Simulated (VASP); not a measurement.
Set up this calculation in VASP 6.6.1, as the native input.

```yaml
Task: single point
Functional: PBE
Potentials_or_basis: VASP PAW PBE potentials, release 64 (Si)
Cutoff: 520 eV
k_mesh: 2 × 2 × 2
Occupations: fermi-dirac, width 0.02 eV
Spin: no spin polarisation
Dipole_correction: no
Further_INCAR_settings: LREAL = Auto; ALGO = Normal; EDIFF = 1e-06; NBANDS = 48
```

The structure of Si (a cell with a defect) lies in POSCAR:

```
Si
1.0
    0.0000000000      5.4300000000      5.4300000000
    5.4300000000      0.0000000000      5.4300000000
    5.4300000000      5.4300000000      0.0000000000
Si
17
Direct
    0.2506353591     -0.1299723757     -0.0234346225
    0.0330939227      0.2874585635      0.0410865562
   -0.0200184162      0.1198710866      0.4041620626
    0.1407734807      0.1140331492      0.6211418048
   -0.0450552486      0.6514640884     -0.0676703499
    0.1818047882      0.5611786372      0.1383977901
   -0.0098158379      0.5197421731      0.4885635359
    0.0842909761      0.7319521179      0.5237937385
    0.4050276243      0.0966666667     -0.0742357274
    0.6434162063     -0.0369521179      0.0993830571
    0.5123848987      0.0217955801      0.4348895028
    0.5994659300      0.1840331492      0.5530939227
    0.5384254144      0.4645395948      0.0013167587
    0.6015193370      0.6574677716      0.0833977901
    0.4435819521      0.5584069982      0.4606906077
    0.5537569061      0.6720257827      0.6161878453
    0.8723941068      0.1159484346      1.0017863720
```

The input as run:

INCAR

```
ALGO = Normal ; EDIFF = 1E-6
ENCUT = 520 ; GGA = PE
ISIF = 2 ; ISMEAR = -1
LASPH = T ; LCHARG = F
LREAL = Auto ; LWAVE = F
NBANDS = 48 ; NELM = 80
PREC = Accurate ; SIGMA = 0.02
```

KPOINTS

```
k-points
0
Gamma
  2 2 2
```

Potentials or basis: VASP PAW PBE potentials, release 64 (Si).

Command:

```console
$ cat potpaw_PBE.64/Si/POTCAR > POTCAR
$ mpirun -np 1 vasp_std > vasp.out
```

Results of the run:

- Pressure: 2.4 GPa
- Largest force: 2.998 eV/Å
- Band gap on the k mesh: zero (bands 34 and 35 overlap by 0.09 eV)

Caveat: the k points lie up to 0.50 Å⁻¹ apart; the atoms stand as in a frame of molecular dynamics.

Wall time 88 s on 1 thread of Intel(R) Xeon(R) 6975P-C (Granite Rapids), with other jobs on the host, peak memory 0.47 GiB.
